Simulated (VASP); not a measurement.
Write the native input for VASP 6.6.1 that does the following.

* Task: single point
* Functional: HSE06
* Dispersion: D3(BJ)
* Potentials or basis: VASP PAW PBE potentials, release 64 (K_sv)
* Cutoff: 520 eV
* k mesh: 5 × 5 × 5
* Occupations: fermi-dirac, width 0.05 eV
* Spin: no spin polarisation
* Dipole correction: no
* Grid for exact exchange (PRECFOCK): Normal
* Further INCAR settings: ALGO = Normal; EDIFF = 1e-07; NBANDS = 10
* Screening parameter: 0.2079 1/Å

The system is K.

```
K
1.0
    -2.69756    2.69756    2.69756
     2.69756   -2.69756    2.69756
     2.69756    2.69756   -2.69756
K
1
Direct
  0.00000 0.00000 0.00000
```

One way to write it, as run:

POSCAR

```
K
1.0
   -2.6975585167      2.6975585167      2.6975585167
    2.6975585167     -2.6975585167      2.6975585167
    2.6975585167      2.6975585167     -2.6975585167
K
1
Direct
    0.0000000000      0.0000000000      0.0000000000
```

INCAR.step1

```
PREC = Accurate
ENCUT = 520
EDIFF = 1E-5
ISMEAR = -1
SIGMA = 0.05
LREAL = F
LASPH = T
NELM = 100
ALGO = Normal
ISIF = 2
LWAVE = T
LCHARG = F
GGA = PE
NBANDS = 10
```

INCAR.step2

```
PREC = Accurate
ENCUT = 520
EDIFF = 1E-7
ISMEAR = -1
SIGMA = 0.05
LREAL = F
LASPH = T
NELM = 100
ALGO = Normal
ISIF = 2
LWAVE = F
LCHARG = F
GGA = PE
LHFCALC = T
HFSCREEN = 0.2079
PRECFOCK = Normal
IVDW = 12
VDW_S6 = 1.0
VDW_S8 = 2.31
VDW_A1 = 0.383
VDW_A2 = 5.685
ISTART = 1
NBANDS = 10
```

KPOINTS

```
Automatic mesh
0
Gamma
  5 5 5
```

Potentials or basis: VASP PAW PBE potentials, release 64 (K_sv).

Launch:

```sh
$ cat potpaw_PBE.64/K_sv/POTCAR > POTCAR
$ cp INCAR.step1 INCAR
$ mpirun -np 1 vasp_std > vasp.out
$ cp INCAR.step2 INCAR
$ mpirun -np 1 vasp_std > vasp.out
```

Results of the run:

```
Pressure                   : -0.5 GPa
Dispersion energy per atom : -0.168 eV
```

Caveat: the PAW data sets were made with another functional, which shifts forces and pressure a little; pairwise dispersion overbinds metals, which lowers pressure and volume.

Run time: 13 min on 1 thread of Intel(R) Xeon(R) Platinum 8259CL CPU @ 2.50GHz (Skylake/Cascade Lake) (shared host), peak memory 0.31 GiB.
